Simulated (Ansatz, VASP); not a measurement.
Fe: VASP beside Ansatz

```
Fe
1.0
     3.97947    0.00000    0.00000
    -1.98974    3.44632    0.00000
     0.00000    0.00000    2.50124
Fe
3
Cartesian
  0.0000 0.0000 0.0000
  0.0000 2.2975 1.2506
  1.9897 1.1488 1.2506
```

Alike in both runs: task single point; functional revPBE; k mesh 11 × 11 × 14; occupations fermi-dirac, width 0.1 eV; no spin polarisation.

|  | VASP | Ansatz |
| --- | --- | --- |
| version | VASP 6.6.1 | Ansatz 0.2.0 |
| potentials or method | VASP PAW PBE potentials, release 64 (Fe), cutoff 520 eV | plane waves (420 eV) with PAW, scalar-relativistic |
| valence electrons in the cell | 24 | 48 |

```tsv
	VASP	Ansatz	Ansatz less VASP
pressure (GPa)	-16.9	-16.8	+0.04
traceless stress, the component that is largest in VASP (GPa)	0.91	0.89	-0.018
```

VASP's potentials were made for PBE, not for revPBE. The functional is the same, so the differences come from potentials, cutoffs and numerics. VASP's potentials hold 24 valence electrons a cell and Ansatz's 48, so a difference there can come from the potentials and not from the codes.
